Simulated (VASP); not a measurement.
Here is a VASP 6.6.1 calculation.

Contents of INCAR:

```
  PREC = Accurate
  ENCUT = 520
  EDIFF = 1E-6
  ISMEAR = -1
  SIGMA = 0.08
  LREAL = False
  LASPH = True
  NELM = 150
  ALGO = Normal
  ISIF = 2
  LWAVE = False
  LCHARG = False
  ISPIN = 2
  MAGMOM = 2.5 2.5 2.5
  LORBIT = 11
  LMAXMIX = 4
  GGA = PS
  NBANDS = 23
```

The input KPOINTS:

```
regular mesh
0
Gamma
  11 11 15
```

POSCAR

```
Fe
1.0
    0.0000000000      2.7881300232     -2.7881300232
   -2.7881300232      0.0000000000      2.7881300232
    1.3940650116      1.3940650116      1.3940650116
Fe
3
Direct
    0.0000000000      0.0000000000      0.0000000000
    0.3333333330      0.6666666670      0.3333333330
    0.6666666670      0.3333333330      0.6666666670
```

Potentials or basis: VASP PAW PBE potentials, release 64 (Fe).

The run is started by

```console
$ cat potpaw_PBE.64/Fe/POTCAR > POTCAR
$ mpirun -np 1 vasp_std > vasp.out
```

**Question.** Estimate the net moment.

**Answer.** 6.34 μB per cell.

**Question.** What does it give for the site moments?

**Answer.** Fe +2.09 μB.

**Question.** Estimate the pressure.

**Answer.** -0.2 GPa.

Caveat: the PAW data sets were made with another functional, which shifts forces and pressure a little.
